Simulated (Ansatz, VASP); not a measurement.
## NaHgH2 in VASP and in Ansatz

```
Na Hg H
1.0
     3.70385    0.00000    0.00000
     0.00000    3.70385    0.00000
     0.00000    0.00000    6.14172
Na Hg H
1 1 2
Direct
  0.00000 0.00000 0.50000
  0.00000 0.00000 0.00000
  0.50000 0.50000 0.43695
  0.50000 0.50000 0.56305
```

Alike in both runs: functional PBE; k mesh 16 × 16 × 8; occupations gaussian, width 0.1 eV; no spin polarisation.

Ansatz relaxed the structure, and its values are those at the end. VASP's run is a single point on that final structure, the one shown.

```csv
,VASP,Ansatz
version,VASP 6.6.1,Ansatz 0.2.0
potentials or method,"VASP PAW PBE potentials, release 64 (Na_pv, Hg, H), cutoff 520 eV","scalar-relativistic, plane waves, PAW"
valence electrons in the cell,21,31
```

```tsv
	VASP	Ansatz	Ansatz less VASP
gap on the k mesh at the Fermi level (eV)	none	none	-
pressure (GPa)	-0.1	0.0	+0.07
rms of the force components (eV/Å)	0.003	0.001	-0.0024
```

A gap of «none» marks a metal or a gap that the smearing closes. VASP's potentials hold 21 valence electrons a cell and Ansatz's 31, so a difference there can come from the potentials and not from the codes.

Spin-orbit coupling is off throughout.
